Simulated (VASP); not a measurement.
# CdO (Fm-3m) in VASP: elastic constants with PBE

Aim: the elastic constants of CdO with PBE.

All numbers are computed with VASP 6.6.1; they aren't measurements. Logs are shortened: lines on timing, memory, paths and dates and some standing lists are left out, and cuts for length are marked.

### Step 1. The cell of the first run

It takes space group Fm-3m (No. 225, cubic). Conventional cell: a = 4.769 Å, b = 4.769 Å, c = 4.769 Å, α = 90.00°, β = 90.00°, γ = 90.00°. Cd (site symmetry m-3m) has 6 O at 2.38 Å within 3.1 Å. Within 3.1 Å of O (site symmetry m-3m) lie 6 Cd at 2.38 Å.

### Step 2. Elastic constants, PBE

The input, INCAR:

```
ALGO = Normal ; EDIFF = 1E-8
ENCUT = 600 ; GGA = PE
GGA_COMPAT = F ; IBRION = 6
ISIF = 3 ; ISMEAR = -1
LASPH = T ; LCHARG = F
LREAL = F ; LWAVE = F
NELM = 120 ; NFREE = 2
NSW = 1 ; POTIM = 0.015
PREC = Accurate ; SIGMA = 0.15
```

The input, KPOINTS:

```
k-points
0
Gamma
  20 20 20
```

The input, POSCAR:

```
CdO
1.0
    0.0000000000      2.3842771633      2.3842771633
    2.3842771633      0.0000000000      2.3842771633
    2.3842771633      2.3842771633      0.0000000000
Cd O
1 1
Direct
    0.5000000000      0.5000000000      0.5000000000
    0.0000000000      0.0000000000      0.0000000000
```

Potentials or basis: VASP PAW PBE potentials, release 64 (Cd, O).

Command:

```bash
cat potpaw_PBE.64/Cd/POTCAR potpaw_PBE.64/O/POTCAR > POTCAR
mpirun -np 1 vasp_std > vasp.out
```

OUTCAR:

```text
EDIFF = 1E-8
   ENCUT = 600
   GGA = PE
   IBRION = 6
   ISIF = 3
   ISMEAR = -1
   LASPH = T
   LREAL = F
   NELM = 120
   NFREE = 2
   NSW = 1
   POTIM = 0.015
   PREC = Accurate

 ion  position               nearest neighbor table
   1  0.500  0.500  0.500-   2 2.38   2 2.38   2 2.38   2 2.38   2 2.38   2 2.38
   2  0.000  0.000  0.000-   1 2.38   1 2.38   1 2.38   1 2.38   1 2.38   1 2.38

  LATTYP: Found a face centered cubic cell.
 ALAT       =     4.7685543266

  Lattice vectors:

 A1 = (   0.0000000000,   2.3842771633,   2.3842771633)
 A2 = (   2.3842771633,   0.0000000000,   2.3842771633)
 A3 = (   2.3842771633,   2.3842771633,   0.0000000000)

Analysis of symmetry for initial positions (statically):
=====================================================================
 Subroutine PRICEL returns:
 Original cell was already a primitive cell.

 Routine SETGRP: Setting up the symmetry group for a
 face centered cubic supercell.

 Subroutine GETGRP returns: Found 48 space group operations
 (whereof 48 operations were pure point group operations)
 out of a pool of 48 trial point group operations.

The static configuration has the point symmetry O_h .

Analysis of symmetry for dynamics (positions and initial velocities):
=====================================================================
 Subroutine PRICEL returns:
 Original cell was already a primitive cell.

 Routine SETGRP: Setting up the symmetry group for a
 face centered cubic supercell.

 Subroutine GETGRP returns: Found 48 space group operations
 (whereof 48 operations were pure point group operations)
 out of a pool of 48 trial point group operations.

The dynamic configuration has the point symmetry O_h .

 Subroutine INISYM returns: Found 48 space group operations
 (whereof 48 operations are pure point group operations),
 and found     1 'primitive' translations

----------------------------------------------------------------------------------------

                                     Primitive cell

  volume of cell :      27.1082

  direct lattice vectors                    reciprocal lattice vectors
     0.000000000  2.384277163  2.384277163    -0.209707163  0.209707163  0.209707163
     2.384277163  0.000000000  2.384277163     0.209707163 -0.209707163  0.209707163
     2.384277163  2.384277163  0.000000000     0.209707163  0.209707163 -0.209707163

  length of vectors
     3.371877101  3.371877101  3.371877101     0.363223461  0.363223461  0.363223461

  position of ions in fractional coordinates (direct lattice)
     0.500000000  0.500000000  0.500000000
     0.000000000  0.000000000  0.000000000

  ion indices of the primitive-cell ions
   primitive index   ion index
                 1           1
                 2           2

----------------------------------------------------------------------------------------

 KPOINTS: k-points

Automatic generation of k-mesh.
 Grid dimensions read from file:
 generate k-points for:   20   20   20

 Generating k-lattice:

  Cartesian coordinates                     Fractional coordinates (reciprocal lattice)
    -0.010485358  0.010485358  0.010485358     0.050000000  0.000000000  0.000000000
     0.010485358 -0.010485358  0.010485358     0.000000000  0.050000000  0.000000000
     0.010485358  0.010485358 -0.010485358     0.000000000  0.000000000  0.050000000

  Length of vectors
     0.018161173  0.018161173  0.018161173

  Shift w.r.t. Gamma in fractional coordinates (k-lattice)
     0.000000000  0.000000000  0.000000000

 Subroutine IBZKPT returns following result:
 ===========================================

 Found    256 irreducible k-points:

 Following reciprocal coordinates:
            Coordinates               Weight
  0.000000  0.000000  0.000000      1.000000
[... 57 lines left out ...]
   ISMEAR =    -1;   SIGMA  =   0.15  broadening in eV -4-tet -1-fermi 0-gaus
   EFERMI_NEDOS =   21; number of points for ismear=-14 and -15
   IALGO  =     38    algorithm
   IMIX   =      4    mixing-type and parameters
     AMIX     =   0.40;   BMIX     =  1.00
     AMIX_MAG =   1.60;   BMIX_MAG =  1.00
  volume/ion in A,a.u.               =      13.55        91.47
  Fermi-wavevector in a.u.,A,eV,Ry     =   1.428233  2.698968 27.753820  2.039848
  Thomas-Fermi vector in A             =   2.548316
   LORBIT       =      0    0 simple, 1 ext, 2 COOP (PROOUT), +10 PAW based schemes
   GGA     = PE    functional components
   LHFCALC =     F    Hartree Fock is set to
   AEXX    =    0.0000 exact exchange contribution
   IVDW    =     0    specifies the selected vdW correction
   LEPSILON=     F    determine dielectric tensor
   LRPA    =     F    only Hartree local field effects (RPA)
 finite differences with symmetry
 non-spin polarized calculation
  energy-cutoff  :      600.00
  volume of cell :       27.11
 maximum number of plane-waves:       934
   NGX = 13   NGY = 13   NGZ = 13

--------------------------------------- Ionic step        1  -------------------------------------------

 number of electron      17.9999994 magnetization

 Free energy of the ion-electron system (eV)
  ---------------------------------------------------
  ext. energy  EPLUGINS =         0.00000000
  ---------------------------------------------------
  free energy    TOTEN  =        -7.73360327 eV

  energy without entropy =       -7.72483386  energy(sigma->0) =       -7.72921857

------------------------ aborting loop because EDIFF is reached ----------------------------------------

  FORCE on cell =-STRESS in cart. coord.  units (eV):
  Direction    XX          YY          ZZ          XY          YZ          ZX
  --------------------------------------------------------------------------------------
  -------------------------------------------------------------------------------------
  Total        0.1694272      0.1694272      0.1694272      0.0000000      0.0000000     -0.0000000
  in kB       10.0136753     10.0136753     10.0136753      0.0000000      0.0000000     -0.0000000
  external PRESSURE =      10.0136753 kB  Pullay stress =       0.0000000 kB
[... 89 lines left out ...]
  FREE ENERGIE OF THE ION-ELECTRON SYSTEM (eV)
  ---------------------------------------------------
  free  energy   TOTEN  =        -7.7271948573 eV

  energy  without entropy=       -7.7187605958  energy(sigma->0) =       -7.72297773

[... ionic steps 4 to 14 ...]

--------------------------------------- Ionic step       15  -------------------------------------------

 number of electron      17.9999997 magnetization

------------------------ aborting loop because EDIFF is reached ----------------------------------------
[... 67 lines left out ...]
--------------------------------------- Ionic step       17  -------------------------------------------

 number of electron      17.9999996 magnetization

 Free energy of the ion-electron system (eV)
  ---------------------------------------------------
  ext. energy  EPLUGINS =         0.00000000
  ---------------------------------------------------
  free energy    TOTEN  =        -7.73326641 eV

  energy without entropy =       -7.72449990  energy(sigma->0) =       -7.72888315

 E-fermi :   2.0811     XC(G=0): -11.4530

 val. band max:        1.9487884272   @ k =  -0.0500   0.0500   0.0000
 cond. band min:       2.1664836165   @ k =   0.1000   0.0500   0.0000
 fundamental gap:      0.2176951893
 Fermi energy:         2.0811194725

 k-point     1 :       0.0000    0.0000    0.0000
  band No.  band energies     occupation
      1     -15.4269      2.00000
      2      -5.0031      2.00000
      3      -5.0031      2.00000
      4      -5.0028      2.00000
      5      -4.7258      2.00000
      6      -4.7249      2.00000
      7       0.4579      1.99996
      8       0.4579      1.99996
      9       0.4583      1.99996
     10       1.1199      1.99671
     11      16.5507      0.00000
     12      18.3556      0.00000
     13      18.3556      0.00000
[... 354 lines left out ...]
  band No.  band energies     occupation
      1     -14.8422      2.00000
      2      -5.5915      2.00000
      3      -5.4201      2.00000
      4      -5.3623      2.00000
      5      -4.6104      2.00000
      6      -4.5508      2.00000
      7      -1.9980      2.00000
      8       1.2190      1.99364
      9       1.5291      1.95080
     10       5.5011      0.00000
     11       9.6214      0.00000
     12      13.6216      0.00000
     13      13.9775      0.00000

 [... further k-points ...]

------------------------ aborting loop because EDIFF is reached ----------------------------------------

  FORCE on cell =-STRESS in cart. coord.  units (eV):
  Direction    XX          YY          ZZ          XY          YZ          ZX
  --------------------------------------------------------------------------------------
  -------------------------------------------------------------------------------------
  Total        0.1764229      0.1692481      0.1692481      0.0000000      0.0000000      0.0000000
  in kB       10.4271401     10.0030903     10.0030903      0.0000000      0.0000000      0.0000000
  external PRESSURE =      10.1444402 kB  Pullay stress =       0.0000000 kB
[... 17 lines left out ...]
  FREE ENERGIE OF THE ION-ELECTRON SYSTEM (eV)
  ---------------------------------------------------
  free  energy   TOTEN  =        -7.7332664073 eV

  energy  without entropy=       -7.7244998963  energy(sigma->0) =       -7.72888315

 INTERNAL STRAIN TENSORS FROM STRAINED CELLS
 ============================================

 INTERNAL STRAIN TENSOR FOR ION    1 for displacements in x,y,z  (eV/Angst):
          X           Y           Z          XY          YZ          ZX
  --------------------------------------------------------------------------------
  x     0.00000     0.00000     0.00000     0.00000     0.00000    -0.00000
  y    -0.00000     0.00000     0.00000    -0.00000     0.00000    -0.00000
  z     0.00000    -0.00000     0.00000    -0.00000     0.00000     0.00000

 INTERNAL STRAIN TENSORS FROM DISPLACED ATOMS
 ============================================

 INTERNAL STRAIN TENSOR FOR ION    1 for displacements in x,y,z  (eV/Angst):
          X           Y           Z          XY          YZ          ZX
  --------------------------------------------------------------------------------
  x     0.00000     0.00000     0.00000     0.00000     0.00000     0.00000
  y     0.00000     0.00000     0.00000     0.00000     0.00000     0.00000
  z     0.00000     0.00000     0.00000     0.00000     0.00000     0.00000

 INTERNAL STRAIN TENSOR FOR ION    2 for displacements in x,y,z  (eV/Angst):
          X           Y           Z          XY          YZ          ZX
  --------------------------------------------------------------------------------
  x     0.00000     0.00000     0.00000     0.00000     0.00000     0.00000
  y     0.00000     0.00000     0.00000     0.00000     0.00000     0.00000
  z     0.00000     0.00000     0.00000     0.00000     0.00000     0.00000

 Eigenvectors and eigenvalues of the dynamical matrix
 ----------------------------------------------------

   1 f  =    7.243040 THz    45.509365 2PiTHz  241.601822 cm-1    29.954795 meV
             X         Y         Z           dx          dy          dz
      2.384277  2.384277  2.384277     0.000000    0.352964    0.000000
      0.000000  0.000000  0.000000     0.000000   -0.935637    0.000000
[... 21 lines left out ...]
   6 f/i=    0.000180 THz     0.001133 2PiTHz    0.006017 cm-1     0.000746 meV
             X         Y         Z           dx          dy          dz
      2.384277  2.384277  2.384277     0.000000    0.000000    0.935637
      0.000000  0.000000  0.000000     0.000000    0.000000    0.352964

--------------------------------------------------------------------------------------------------------

 ELASTIC MODULI CONTR FROM IONIC RELAXATION (kBar)
 Direction    XX          YY          ZZ          XY          YZ          ZX
 --------------------------------------------------------------------------------
 XX           0.0000      0.0000      0.0000      0.0000      0.0000      0.0000
 YY           0.0000      0.0000      0.0000      0.0000      0.0000      0.0000
 ZZ           0.0000      0.0000      0.0000      0.0000      0.0000      0.0000
 XY           0.0000      0.0000      0.0000      0.0000      0.0000      0.0000
 YZ           0.0000      0.0000      0.0000      0.0000      0.0000      0.0000
 ZX           0.0000      0.0000      0.0000      0.0000      0.0000      0.0000
 --------------------------------------------------------------------------------

 TOTAL ELASTIC MODULI (kBar)
 Direction    XX          YY          ZZ          XY          YZ          ZX
 --------------------------------------------------------------------------------
 XX        1904.7829    989.3416    989.3416      0.0000     -0.0000      0.0000
 YY         989.3416   1904.7829    989.3416     -0.0000     -0.0000     -0.0000
 ZZ         989.3416    989.3416   1904.7829      0.0000      0.0000     -0.0000
 XY           0.0000     -0.0000      0.0000    458.3269     -0.0000      0.0000
 YZ          -0.0000     -0.0000      0.0000     -0.0000    458.3269      0.0000
 ZX           0.0000     -0.0000     -0.0000      0.0000      0.0000    458.3269
 --------------------------------------------------------------------------------
```

Run time: 67 min. Hardware: 1 thread of Intel Xeon Platinum 8375C at 2.90GHz (Ice Lake), shared host; peak memory 1.5 GiB.

Results:

```yaml
Elastic_constants_C11_C12_C44: 190, 99, 46 GPa
Voigt_bulk_modulus: 129 GPa
Highest_phonon_frequency_at_Γ_LO-TO_splitting_left_out: 242 cm⁻¹
```

Phonon frequencies in cm⁻¹ (negative: imaginary):
| q point | frequencies |
| --- | --- |
| (0.000, 0.000, 0.000) | 0 0 0 242 242 242 |

Elastic tensor in Voigt notation (GPa, in the Cartesian axes of the cell as first typed):
```
190  99  99   0   0   0
 99 190  99   0   0   0
 99  99 190   0   0   0
  0   0   0  46   0   0
  0   0   0   0  46   0
  0   0   0   0   0  46
```

Clamped-ion elastic tensor (GPa):
```
190  99  99   0   0   0
 99 190  99   0   0   0
 99  99 190   0   0   0
  0   0   0  46   0   0
  0   0   0   0  46   0
  0   0   0   0   0  46
```

Caveat: the cell is under stress, which shifts elastic constants.
